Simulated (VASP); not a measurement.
Here is a VASP 6.6.1 calculation.

INCAR

```
SYSTEM = ZrB2
PREC = Accurate
ENCUT = 520
EDIFF = 1E-8
ISMEAR = -1
SIGMA = 0.03
LREAL = .False.
LASPH = .True.
NELM = 80
ALGO = Normal
ISIF = 2
LWAVE = .False.
LCHARG = .False.
GGA = CA
LEFG = .True.
NBANDS = 16
```

The input KPOINTS:

```
Automatic mesh
0
Gamma
  13 13 10
  0 0 0
```

The input POSCAR:

```
ZrB2
1.0
    3.1649998255      0.0000000000      0.0000000000
   -1.5824999128      2.7409702519      0.0000000000
    0.0000000000      0.0000000000      3.5904000000
Zr B
1 2
Direct
    0.0000000000      0.0000000000      0.0000000000
    0.3333333333      0.6666666667      0.5000000000
    0.6666666667      0.3333333333      0.5000000000
```

Potentials or basis: VASP PAW LDA potentials, release 64 (Zr_sv, B).

The run is started by

```console
$ cat potpaw_LDA.64/Zr_sv/POTCAR potpaw_LDA.64/B/POTCAR > POTCAR
$ mpirun -np 1 vasp_std > vasp.out
```

(1) Estimate the pressure.

(2) Estimate the band gap on the k mesh.

Answers

(1) -11.0 GPa.

(2) zero (band 9 reaches 10.93 eV, above the bottom of band 10 at 9.96 eV).

Caveat: the cell differs from its parent crystal (zz strain of +2 %); without QUAD_EFG the Cq values of the log hold for a quadrupole moment of 1 mb, not for the nuclei.
